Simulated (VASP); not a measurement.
# LiFeAs (P4/nmm) in VASP: single point with LDA

Aim: the single point of LiFeAs with LDA.

Everything below comes from runs of VASP 6.6.1. Logs are shortened: lines on timing, memory, paths and dates and some standing lists are left out, and cuts for length are marked.

## 1. The cell of the first run

It takes space group P4/nmm (No. 129, tetragonal). Conventional cell: a = 3.692 Å, b = 3.692 Å, c = 5.960 Å, α = 90.00°, β = 90.00°, γ = 90.00°. Li (site symmetry 4mm) has 6 As at 2.62 to 3.33 Å and 4 Fe at 2.71 Å and 4 Li at 3.28 Å within 3.5 Å. Fe (site symmetry -4m2) has 4 As at 2.28 Å and 4 Fe at 2.61 Å and 4 Li at 2.71 Å within 3.0 Å. Within 3.0 Å of As (site symmetry 4mm) lie 4 Fe at 2.28 Å and 5 Li at 2.62 to 2.69 Å.

## 2. Single point, LDA

Input file POSCAR:

```
LiFeAs
1.0
    3.6915071002      0.0000000000      0.0000000000
    0.0000000000      3.6915071002      0.0000000000
    0.0000000000      0.0000000000      5.9597341956
Li Fe As
2 2 2
Direct
    0.5000000000      0.0000000000      0.6662265852
    0.0000000000      0.5000000000      0.3337734148
    0.0000000000      0.0000000000      0.0000000000
    0.5000000000      0.5000000000      0.0000000000
    0.5000000000      0.0000000000      0.2257855246
    0.0000000000      0.5000000000      0.7742144754
```

Input file INCAR.step1:

```
  ALGO = Normal
  EDIFF = 1E-6
  ENCUT = 520
  ISIF = 2
  ISMEAR = 0
  LASPH = T
  LCHARG = T
  LMAXMIX = 4
  LREAL = F
  LWAVE = F
  NBANDS = 25
  NELM = 100
  PREC = Accurate
  SIGMA = 0.05
```

Input file KPOINTS.step1:

```
k-points
0
Gamma
  12 12 8
```

Input file INCAR.step2:

```
  ALGO = Normal
  EDIFF = 1E-6
  ENCUT = 520
  ICHARG = 11
  ISIF = 2
  ISMEAR = -5
  LASPH = T
  LCHARG = F
  LMAXMIX = 4
  LORBIT = 11
  LREAL = F
  LWAVE = F
  NEDOS = 1001
  NELM = 100
  PREC = Accurate
  SIGMA = 0.05
```

Input file KPOINTS.step2:

```
k-points
0
Gamma
  18 18 12
```

Potentials or basis: VASP PAW LDA potentials, release 64 (Li_sv, Fe, As).

The run is started by

```console
$ cat potpaw_LDA.64/Li_sv/POTCAR potpaw_LDA.64/Fe/POTCAR potpaw_LDA.64/As/POTCAR > POTCAR
$ cp INCAR.step1 INCAR
$ cp KPOINTS.step1 KPOINTS
$ mpirun -np 1 vasp_std > vasp.out
$ cp INCAR.step2 INCAR
$ cp KPOINTS.step2 KPOINTS
$ mpirun -np 1 vasp_std > vasp.out
```

OUTCAR:

```text
EDIFF = 1E-6
   ENCUT = 520
   ICHARG = 11
   ISIF = 2
   ISMEAR = -5
   LASPH = T
   LORBIT = 11
   LREAL = F
   NELM = 100
   PREC = Accurate

 ion  position               nearest neighbor table
   1  0.500  0.000  0.666-   5 2.62   6 2.69   6 2.69   6 2.69   6 2.69   3 2.71   3 2.71   4 2.71
                             4 2.71
   2  0.000  0.500  0.334-   6 2.62   5 2.69   5 2.69   5 2.69   5 2.69   3 2.71   4 2.71   4 2.71
                             3 2.71
   3  0.000  0.000  0.000-   5 2.28   6 2.28   6 2.28   5 2.28   4 2.61   4 2.61   4 2.61   4 2.61
                             1 2.71   2 2.71   2 2.71   1 2.71
   4  0.500  0.500  0.000-   5 2.28   6 2.28   5 2.28   6 2.28   3 2.61   3 2.61   3 2.61   3 2.61
                             2 2.71   1 2.71   2 2.71   1 2.71
   5  0.500  0.000  0.226-   3 2.28   4 2.28   4 2.28   3 2.28   1 2.62   2 2.69   2 2.69   2 2.69
                             2 2.69
   6  0.000  0.500  0.774-   3 2.28   4 2.28   3 2.28   4 2.28   2 2.62   1 2.69   1 2.69   1 2.69
                             1 2.69

  LATTYP: Found a simple tetragonal cell.
 ALAT       =     3.6915071002
 C/A-ratio  =     1.6144447332

  Lattice vectors:

 A1 = (   3.6915071002,   0.0000000000,   0.0000000000)
 A2 = (   0.0000000000,   3.6915071002,   0.0000000000)
 A3 = (   0.0000000000,   0.0000000000,   5.9597341956)

Analysis of symmetry for initial positions (statically):
=====================================================================
 Subroutine PRICEL returns:
 Original cell was already a primitive cell.

 Routine SETGRP: Setting up the symmetry group for a
 simple tetragonal supercell.

 Subroutine GETGRP returns: Found 16 space group operations
 (whereof  8 operations were pure point group operations)
 out of a pool of 16 trial point group operations.

The static configuration has the point symmetry D_2d.
 The point group associated with its full space group is D_4h.

Analysis of symmetry for dynamics (positions and initial velocities):
=====================================================================
 Subroutine PRICEL returns:
 Original cell was already a primitive cell.

 Routine SETGRP: Setting up the symmetry group for a
 simple tetragonal supercell.

 Subroutine GETGRP returns: Found 16 space group operations
 (whereof  8 operations were pure point group operations)
 out of a pool of 16 trial point group operations.

The dynamic configuration has the point symmetry D_2d.
 The point group associated with its full space group is D_4h.

 Subroutine INISYM returns: Found 16 space group operations
 (whereof  8 operations are pure point group operations),
 and found     1 'primitive' translations

----------------------------------------------------------------------------------------

                                     Primitive cell

  volume of cell :      81.2146

  direct lattice vectors                    reciprocal lattice vectors
     3.691507100  0.000000000  0.000000000     0.270892070  0.000000000  0.000000000
     0.000000000  3.691507100  0.000000000     0.000000000  0.270892070  0.000000000
     0.000000000  0.000000000  5.959734196     0.000000000  0.000000000  0.167792718

  length of vectors
     3.691507100  3.691507100  5.959734196     0.270892070  0.270892070  0.167792718

  position of ions in fractional coordinates (direct lattice)
     0.500000000  0.000000000  0.666226585
     0.000000000  0.500000000  0.333773415
     0.000000000  0.000000000  0.000000000
     0.500000000  0.500000000  0.000000000
     0.500000000  0.000000000  0.225785525
     0.000000000  0.500000000  0.774214475

  ion indices of the primitive-cell ions
   primitive index   ion index
                 1           1
                 2           2
                 3           3
                 4           4
                 5           5
                 6           6

----------------------------------------------------------------------------------------

 KPOINTS: k-points

Automatic generation of k-mesh.
 Grid dimensions read from file:
 generate k-points for:   18   18   12

 Generating k-lattice:

  Cartesian coordinates                     Fractional coordinates (reciprocal lattice)
     0.015049559  0.000000000  0.000000000     0.055555556  0.000000000  0.000000000
     0.000000000  0.015049559  0.000000000     0.000000000  0.055555556  0.000000000
     0.000000000  0.000000000  0.013982727     0.000000000  0.000000000  0.083333333

  Length of vectors
     0.015049559  0.015049559  0.013982727

  Shift w.r.t. Gamma in fractional coordinates (k-lattice)
     0.000000000  0.000000000  0.000000000

 TETIRR: Found   5832 inequivalent tetrahedra from    23328

 Subroutine IBZKPT returns following result:
 ===========================================

 Found    385 irreducible k-points:

 Following reciprocal coordinates:
            Coordinates               Weight
  0.000000  0.000000  0.000000      1.000000
  0.055556  0.000000  0.000000      4.000000
  0.111111  0.000000  0.000000      4.000000
  0.166667  0.000000  0.000000      4.000000
  0.222222  0.000000  0.000000      4.000000
  0.277778  0.000000  0.000000      4.000000
[... 16 lines left out ...]
  0.277778  0.111111  0.000000      8.000000
  0.333333  0.111111  0.000000      8.000000
 [... further k-points ...]
   k-points           NKPTS =    385   k-points in BZ     NKDIM =    385   number of bands    NBANDS=     20
   number of dos      NEDOS =   1001   number of ions     NIONS =      6
   total plane-waves  NPLWV =  37632
   dimension x,y,z NGX =    28 NGY =   28 NGZ =   48
   dimension x,y,z NGXF=    56 NGYF=   56 NGZF=   96
   ions per type =               2   2   2
   NGX,Y,Z   is equivalent  to a cutoff of  12.61, 12.61, 13.39 a.u.
   NGXF,Y,Z  is equivalent  to a cutoff of  25.22, 25.22, 26.78 a.u.
 SYSTEM =  unknown system
   PREC   = accura    normal or accurate (medium, high low for compatibility)
   ISTART =      0    job   : 0-new  1-cont  2-samecut
   ICHARG =     11    charge: 1-file 2-atom 10-const
   ISPIN  =      1    spin polarized calculation?
   LNONCOLLINEAR =      F non collinear calculations
   LSORBIT =      F    spin-orbit coupling
   LASPH  =      T    aspherical Exc in radial PAW
   ENCUT  =  520.0 eV  38.22 Ry    6.18 a.u.   6.86  6.86 11.08*2*pi/ulx,y,z
   NELM   =    100;   NELMIN=  2; NELMDL=  0     # of ELM steps
   EDIFF  = 0.1E-05   stopping-criterion for ELM
   LREAL  =      F    real-space projection
   EDIFFG = 0.1E-04   stopping-criterion for IOM
   NSW    =      0    number of steps for IOM
   IBRION =     -1    ionic relax: 0-MD 1-quasi-New 2-CG
   NFREE  =      0    steps in history (QN), initial steepest desc. (CG)
   ISIF   =      2    stress and relaxation
   ISYM   =      2    0-nonsym 1-usesym 2-fastsym
   POTIM  = 0.5000    time-step for ionic-motion
   TEBEG  =    0.0;   TEEND  =   0.0 temperature during run
   PSTRESS=    0.0 pullay stress
   NELECT =      32.0000    total number of electrons
   NUPDOWN=      -1.0000    fix difference up-down
   EMIN   =  10.00;   EMAX   =-10.00  energy-range for DOS
   EFERMI =   0.00;   METHOD = LEGACY
   ISMEAR =    -5;   SIGMA  =   0.05  broadening in eV -4-tet -1-fermi 0-gaus
   EFERMI_NEDOS =   21; number of points for ismear=-14 and -15
   IALGO  =     38    algorithm
   IMIX   =      4    mixing-type and parameters
     AMIX     =   0.40;   BMIX     =  1.00
     AMIX_MAG =   1.60;   BMIX_MAG =  1.00
  volume/ion in A,a.u.               =      13.54        91.34
  Fermi-wavevector in a.u.,A,eV,Ry     =   1.200181  2.268013 19.598298  1.440434
  Thomas-Fermi vector in A             =   2.336024
   LORBIT       =     11    0 simple, 1 ext, 2 COOP (PROOUT), +10 PAW based schemes
   GGA     = CA    functional components
   LHFCALC =     F    Hartree Fock is set to
   AEXX    =    0.0000 exact exchange contribution
   IVDW    =     0    specifies the selected vdW correction
   LEPSILON=     F    determine dielectric tensor
   LRPA    =     F    only Hartree local field effects (RPA)
 non-spin polarized calculation
 Fermi weights with tetrahedron method with Bloechl corrections
  energy-cutoff  :      520.00
  volume of cell :       81.21
 maximum number of plane-waves:      2236
 NGX is ok and might be reduce to    28

 number of electron      32.0000007 magnetization

 Free energy of the ion-electron system (eV)
  ---------------------------------------------------
  ext. energy  EPLUGINS =         0.00000000
  ---------------------------------------------------
  free energy    TOTEN  =       -36.72255340 eV

  energy without entropy =      -36.72255340  energy(sigma->0) =      -36.72255340

 E-fermi :   5.2793     XC(G=0): -10.8783

 val. band max:        5.2989492328   @ k =   0.0556   0.0000   0.1667
 cond. band min:       5.2742703610   @ k =   0.5000   0.3333   0.2500
 fundamental gap:     -0.0246788718
 Fermi energy:         5.2793203081

 k-point     1 :       0.0000    0.0000    0.0000
  band No.  band energies     occupation
      1     -39.7475      2.00000
      2     -39.7402      2.00000
      3      -7.5680      2.00000
      4      -5.9012      2.00000
      5      -0.5162      2.00000
      6       0.9690      2.00000
[... 12 lines left out ...]
     19       8.7276      0.00000
     20       8.7277      0.00000

 k-point     2 :       0.0556    0.0000    0.0000
  band No.  band energies     occupation
      1     -39.7474      2.00000
      2     -39.7402      2.00000
      3      -7.5449      2.00000
      4      -5.8963      2.00000
      5      -0.4884      2.00000
      6       0.9819      2.00000
[... 12 lines left out ...]
     19       8.3836      0.00000
     20       8.7261      0.00000
[... 465 lines left out ...]
      3      -6.9494      2.00000
      4      -5.8193      2.00000
      5       0.2143      2.00000
      6       0.8646      2.00000
[... 12 lines left out ...]
     19       6.7586      0.00000
     20       7.6948      0.00000

 k-point    24 :       0.3333    0.1111    0.0000
  band No.  band energies     occupation
      1     -39.7448      2.00000
      2     -39.7414      2.00000
      3      -6.7495      2.00000
      4      -5.8417      2.00000
      5       0.3509      2.00000
      6       0.5724      2.00000
[... 12 lines left out ...]
     19       6.6165      0.00000
     20       7.5729      0.00000

 [... further k-points ...]
[... 5 lines left out ...]
  --------------------------------------------------------------------------------------
  -------------------------------------------------------------------------------------
  Total        0.4055357      0.4055357      0.3657211      0.0000000     -0.0000000      0.0000000
  in kB        8.0002836      8.0002836      7.2148339      0.0000000     -0.0000000      0.0000000
  external PRESSURE =       7.7384671 kB  Pullay stress =       0.0000000 kB

 VOLUME and BASIS-vectors are now :
 -----------------------------------------------------------------------------
  energy-cutoff  :      520.00
  volume of cell :       81.21
      direct lattice vectors                 reciprocal lattice vectors
     3.691507100  0.000000000  0.000000000     0.270892070  0.000000000  0.000000000
     0.000000000  3.691507100  0.000000000     0.000000000  0.270892070  0.000000000
     0.000000000  0.000000000  5.959734196     0.000000000  0.000000000  0.167792718

 POSITION                                       TOTAL-FORCE (eV/Angst)
 -----------------------------------------------------------------------------------
      1.84575      0.00000      3.97053         0.000000     -0.000000      0.005645
      0.00000      1.84575      1.98920         0.000000     -0.000000     -0.005645
      0.00000      0.00000      0.00000         0.000000     -0.000000      0.000000
      1.84575      1.84575      0.00000         0.000000      0.000000      0.000000
      1.84575      0.00000      1.34562         0.000000     -0.000000      0.032754
      0.00000      1.84575      4.61411         0.000000      0.000000     -0.032754
 -----------------------------------------------------------------------------------
    total drift:                                0.000000      0.000000     -0.000000

  FREE ENERGIE OF THE ION-ELECTRON SYSTEM (eV)
  ---------------------------------------------------
  free  energy   TOTEN  =       -36.7225533962 eV

  energy  without entropy=      -36.7225533962  energy(sigma->0) =      -36.72255340

 total charge

# of ion       s       p       d       tot
------------------------------------------
    1        2.023   0.081   0.000   2.105
    2        2.023   0.081   0.000   2.105
    3        0.450   0.581   6.585   7.616
    4        0.450   0.581   6.585   7.616
    5        1.209   1.648   0.088   2.945
    6        1.209   1.648   0.088   2.945
--------------------------------------------------
tot          7.366   4.620  13.345  25.331
```

It took 5.6 min on 1 thread of AMD EPYC 9R45 (Zen 5), shared host; peak memory 0.65 GiB.

What came out:

* Valence electrons inside the program's atomic spheres: Li 2.10; Fe 7.62; As 2.94

Levels at points of the mesh, in eV from the Fermi level:
```csv
k point,band 13,band 14,band 15,band 16,band 17,band 18,band 19,band 20
"(0.00, 0.00, 0.00)",-0.74,0.06,0.06,0.25,1.02,1.91,3.45,3.45
"(0.50, 0.00, 0.00)",-0.99,-0.99,-0.67,-0.67,0.77,0.77,2.32,2.32
"(0.50, 0.50, 0.00)",-2.02,-2.02,-0.57,-0.57,-0.16,-0.16,1.03,1.03
"(0.00, 0.00, 0.50)",-0.67,0.02,0.22,0.22,0.25,1.02,2.42,2.42
"(0.50, 0.00, 0.50)",-1.22,-1.22,-0.80,-0.80,1.80,1.80,2.56,2.56
"(0.50, 0.50, 0.50)",-1.79,-1.79,-0.78,-0.78,-0.16,-0.16,1.44,1.44
```

Caveat: the cutoff is under 1.25 times the usual one of these potentials, so pressure, stress and relaxed cells hold a basis-set (Pulay) error; the run has no spin polarisation, though such a crystal can be magnetic. Spin polarisation is off, so any magnetic state and its effect on volume and gap are missing.
